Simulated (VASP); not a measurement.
Set up this calculation in VASP 6.6.1, as the native input.

* Task: single point
* Functional: PBE
* Potentials or basis: VASP PAW PBE potentials, release 64 (Bi_d, Te)
* Cutoff: 520 eV
* k mesh: 12 × 12 × 12
* Occupations: gaussian, width 0.15 eV
* Spin: no spin polarisation
* Dipole correction: no
* Further INCAR settings: ALGO = Normal; EDIFF = 1e-07; NBANDS = 18

The structure of BiTe lies in POSCAR:

```
BiTe
1.0
    2.3863671562      1.3777697200      3.2675325752
   -2.3863671562      1.3777697200      3.2675325752
    0.0000000000     -2.7555394400      3.2675325752
Bi Te
1 1
Direct
    0.5000000000      0.5000000000      0.5000000000
    0.0000000000      0.0000000000      0.0000000000
```

This cell differs from its parent crystal: strain -0.015 along x and y, -0.015 along z.

One way to write it, as run:

INCAR

```
  PREC = Accurate
  ENCUT = 520
  EDIFF = 1E-7
  ISMEAR = 0
  SIGMA = 0.15
  LREAL = F
  LASPH = T
  NELM = 80
  ALGO = Normal
  ISIF = 2
  LWAVE = F
  LCHARG = F
  GGA = PE
  NBANDS = 18
```

KPOINTS

```
Automatic mesh
0
Gamma
  12 12 12
```

Potentials or basis: VASP PAW PBE potentials, release 64 (Bi_d, Te).

Command:

```console
$ cat potpaw_PBE.64/Bi_d/POTCAR potpaw_PBE.64/Te/POTCAR > POTCAR
$ mpirun -np 1 vasp_std > vasp.out
```

It gave:

* Pressure: 2.3 GPa
* Band gap on the k mesh: zero (an odd number of electrons rules out a gap without spin polarisation)

Caveat: the cell differs from its parent crystal (strain -0.015 along x and y, -0.015 along z); spin-orbit coupling is left out, which moves the levels of the heavy elements.

Run time: 70 s on 1 thread of Intel(R) Xeon(R) Platinum 8488C (Sapphire Rapids), on a shared host, peak memory 0.34 GiB.
